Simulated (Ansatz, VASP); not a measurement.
# One calculation of Te, two programs

The input INCAR:

```
SYSTEM = Te
  PREC = Accurate
  ENCUT = 520
  EDIFF = 1E-7
  ISMEAR = -1
  SIGMA = 0.1
  LREAL = .False.
  LASPH = .True.
  NELM = 100
  ALGO = Normal
  ISIF = 2
  LWAVE = .False.
  LCHARG = .False.
  GGA = PE
  NBANDS = 13
```

The input KPOINTS:

```
regular mesh
0
Gamma
  15 15 12
  0 0 0
```

File POSCAR:

```
Te
1.0
    4.2142047372      0.0000000000      0.0000000000
   -2.1071023686      3.6496083592      0.0000000000
    0.0000000000      0.0000000000      4.5833527187
Te
2
Direct
    0.3333333333      0.6666666667      0.2500000000
    0.6666666667      0.3333333333      0.7500000000
```

Input for Ansatz:

```yaml
crystal:
  lattice:
    - [4.2142047372, 0.0, 0.0]
    - [-2.1071023686, 3.6496083592, 0.0]
    - [0.0, 0.0, 4.5833527187]
  atoms:
    - { symbol: Te, position: [0.3333333333, 0.6666666667, 0.25] }
    - { symbol: Te, position: [0.6666666667, 0.3333333333, 0.75] }
hamiltonian:
  xc: pbe
  pseudopotentials:
    kind: paw
    azcp:
      Te: "pseudopotentials/Te.paw.azcp"
basis:
  ecutwfc: 420
  fft_grid_basis: typed
kpoints:
  mp_grid: { grid: [15, 15, 12], shift: [0, 0, 0] }
magnetization:
  spin_polarized: false
scf:
  occupations: { method: fermi_dirac, width: 0.1 }
output:
  stress: true
```

Alike in both runs: task single point; functional PBE; k mesh 15 × 15 × 12; occupations fermi-dirac, width 0.1 eV; no spin polarisation.

|  | VASP | Ansatz |
| --- | --- | --- |
| version | VASP 6.6.1 | Ansatz 0.2.0 |
| potentials or method | VASP PAW PBE potentials, release 64 (Te), cutoff 520 eV | plane waves (420 eV) with PAW, scalar-relativistic |
| valence electrons in the cell | 12 | 32 |

```csv
,VASP,Ansatz,Ansatz less VASP
pressure (GPa),-4.3,-4.2,+0.05
"traceless stress, the component that is largest in VASP (GPa)",-2.00,-1.99,+0.010
```

VASP's potentials hold 12 valence electrons a cell and Ansatz's 32, so a difference there can come from the potentials and not from the codes.

Neither program's run includes spin-orbit coupling.
